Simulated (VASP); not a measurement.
Here is a VASP 6.6.1 calculation.

INCAR

```
  PREC = Accurate
  ENCUT = 400
  EDIFF = 1E-6
  ISMEAR = -1
  SIGMA = 0.05
  LREAL = False
  LASPH = True
  NELM = 120
  ALGO = Normal
  ISIF = 2
  LWAVE = False
  LCHARG = True
  GGA = PE
  LELF = True
  LVHAR = True
  NBANDS = 86
  GGA_COMPAT = False
  NELMDL = -8
```

Contents of KPOINTS:

```
Automatic mesh
0
Gamma
  2 2 1
```

File POSCAR:

```
InAs
1.0
    8.5361930000      0.0000000000      0.0000000000
    0.0000000000      6.0360000000      0.0000000000
    0.0000000000      0.0000000000     19.4021450000
In As
8 8
Direct
    0.0000000000      0.0000000000      0.0515406931
    0.5258550269      0.7589794566      0.1930250495
    0.2466087634      1.0437707091      0.2272068372
    0.5000004100      0.0000000000      0.0515406931
    0.5436849893      0.2963552021      0.2572911397
    0.1993863072      0.2294897283      0.4723756059
    0.7917346761      0.3541086812      0.4412707976
   -0.0882829149      0.3727302850      0.2462459692
    0.0330826634      0.3881047051      0.0773007314
    0.2499943476      0.7500000000      0.0515406931
    0.7499947576      0.7500000000      0.0515406931
    0.3308500640      0.3389993373      0.1003188050
    0.4634501586      0.0541915176      0.3921319009
    0.7159749083      0.8202948973      0.3441990563
    0.2217499065      0.7872266402      0.3630887203
   -0.0410018846      0.0270543406      0.3571409244
```

Potentials or basis: VASP PAW PBE potentials, release 64 (In_d, As).

The run is started by

```bash
$ cat potpaw_PBE.64/In_d/POTCAR potpaw_PBE.64/As/POTCAR > POTCAR
$ mpirun -np 1 vasp_std > vasp.out
```

(1) Estimate the largest force.

(2) Estimate the band gap on the k mesh.

## Answers

(1) 2.148 eV/Å.

(2) zero (bands 72 and 73 overlap by 0.04 eV).

Caveat: the k points lie up to 0.52 Å⁻¹ apart; the atoms stand as in a frame of molecular dynamics; there is no dipole correction, which matters where the two faces differ; spin-orbit coupling is left out, which moves the levels of the heavy elements.
